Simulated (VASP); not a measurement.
ReOs:

```
Re Os
1.0
     2.75733    0.00000    0.00000
    -1.37867    2.38792    0.00000
     0.00000    0.00000    4.38243
Re Os
1 1
Direct
  0.66667 0.33333 0.50000
  0.00000 0.00000 0.00000
```

Base run:

```yaml
Program: VASP 6.6.1
Functional: r2SCAN
Potentials_or_basis: VASP PAW PBE potentials, release 64 (Re, Os)
Cutoff: 520 eV
k_mesh: 9 × 9 × 5
Occupations: fermi-dirac, width 0.15 eV
Spin: no spin polarisation
```

Its results: pressure -2.0 GPa.

Problem. The run is repeated on the same cell with these changes: k mesh from 9 × 9 × 5 to 7 × 7 × 4. What comes out?

Solution. Pressure -2.7 GPa.

Caveats: some runs use coarse meshes; the PAW data sets were made with another functional, which shifts forces and pressure a little.
